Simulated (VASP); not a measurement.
Here is a VASP 6.6.1 calculation.

File INCAR:

```
PREC = Accurate
ENCUT = 520
EDIFF = 1E-6
ISMEAR = -1
SIGMA = 0.08
LREAL = False
LASPH = True
NELM = 80
ALGO = Normal
ISIF = 2
LWAVE = False
LCHARG = True
GGA = CA
LELF = True
LVHAR = True
NBANDS = 8
```

File KPOINTS:

```
Automatic mesh
0
Gamma
  19 19 19
```

File POSCAR:

```
Al
1.0
   -1.2217821262      1.2217821262      1.2217821262
    1.2217821262     -1.2217821262      1.2217821262
    1.2217821262      1.2217821262     -1.2217821262
Al
1
Direct
    0.0000000000      0.0000000000      0.0000000000
```

Potentials or basis: VASP PAW LDA potentials, release 64 (Al).

Run with:

```console
$ cat potpaw_LDA.64/Al/POTCAR > POTCAR
$ mpirun -np 1 vasp_std > vasp.out
```

**Question.** What does it give for the pressure?

**Answer.** 314.3 GPa.
